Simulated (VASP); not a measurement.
Here is a VASP 6.6.1 calculation.

The input INCAR:

```
SYSTEM = O
  PREC = Accurate
  ENCUT = 520
  EDIFF = 1E-8
  ISMEAR = -1
  SIGMA = 0.02
  LREAL = .FALSE.
  LASPH = .TRUE.
  NELM = 60
  ALGO = Normal
  ISIF = 2
  LWAVE = .FALSE.
  LCHARG = .FALSE.
  GGA = PS
  LEFG = .TRUE.
  NBANDS = 13
```

KPOINTS

```
regular mesh
0
G
  10 10 10
  0 0 0
```

The input POSCAR:

```
O
1.0
    1.4444993768      0.8459291861      3.4195255998
   -1.4021986674      0.8316956959      3.4052921096
    0.0088237906     -1.6265003821      3.4000822906
O
2
Direct
    0.0577000000      0.0577000000      0.0577000000
    0.9423000000      0.9423000000      0.9423000000
```

Potentials or basis: VASP PAW PBE potentials, release 64 (O).

Command:

```console
$ cat potpaw_PBE.64/O/POTCAR > POTCAR
$ mpirun -np 1 vasp_std > vasp.out
```

(1) Estimate the band gap on the k mesh.

(2) Predict the largest force.

(3) Estimate the pressure.

Answers

(1) zero (bands 6 and 7 overlap by 1.31 eV).

(2) 3.933 eV/Å.

(3) 5.9 GPa.

Caveat: the cell differs from its parent crystal (equal xy, yz and zx shear strains of +1 %); the standard files for N, O and F lose accuracy on very short bonds; spin is off for a triplet molecule; the stress differs along the axes, from -9 to 35 GPa; this functional lacks dispersion, which holds the molecules together, so the pressure and a relaxed volume are unreliable; without QUAD_EFG the Cq values of the log hold for a quadrupole moment of 1 mb, not for the nuclei; the PAW data sets were made with another functional, which shifts forces and pressure a little.
